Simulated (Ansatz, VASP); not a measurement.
LiH: VASP beside Ansatz

The input INCAR:

```
PREC = Accurate
ENCUT = 520
EDIFF = 1E-7
ISMEAR = 0
SIGMA = 0.01
LREAL = False
LASPH = True
NELM = 100
ALGO = Normal
ISIF = 2
LWAVE = False
LCHARG = False
GGA = PS
NBANDS = 9
```

File KPOINTS:

```
Automatic mesh
0
Gamma
  6 6 6
```

POSCAR

```
LiH
1.0
    0.0000000000      2.0367500000      2.0367500000
    2.0367500000      0.0000000000      2.0367500000
    2.0367500000      2.0367500000      0.0000000000
Li H
1 1
Direct
    0.0000000000      0.0000000000      0.0000000000
    0.5000000000      0.5000000000      0.5000000000
```

Input for Ansatz:

```yaml
crystal:
  lattice:
    - [0.0, 2.03675, 2.03675]
    - [2.03675, 0.0, 2.03675]
    - [2.03675, 2.03675, 0.0]
  atoms:
    - { symbol: Li, position: [0.0, 0.0, 0.0] }
    - { symbol: H, position: [0.5, 0.5, 0.5] }
basis:
  ecutwfc: 517.016338673772
kpoints:
  mp_grid:
    grid: [6, 6, 6]
    shift: [0.0, 0.0, 0.0]
hamiltonian:
  xc: pbesol
scf:
  convergence:
    dr2_threshold: 1.0e-09
  occupations:
    method: fixed
output:
  eigenvalues: true
```

Alike in both runs: task single point; functional PBEsol; k mesh 6 × 6 × 6; no spin polarisation.

|  | VASP | Ansatz |
| --- | --- | --- |
| version | VASP 6.6.1 | Ansatz 0.2.0 |
| potentials or method | VASP PAW PBE potentials, release 64 (Li_sv, H), cutoff 520 eV | plane waves, PAW |
| occupations | gaussian, width 0.01 eV | fixed |
| valence electrons in the cell | 4 | 4 |

|  | VASP | Ansatz | Ansatz less VASP |
| --- | --- | --- | --- |
| gap on the k mesh at the Fermi level (eV) | 2.78 | 2.78 | +0.001 |

VASP's potentials were made for PBE, not for PBEsol.

The k mesh is coarse, so the values compare programs but aren't converged. Noted on VASP's run: the cutoff is short for stress, so the pressure is rough.
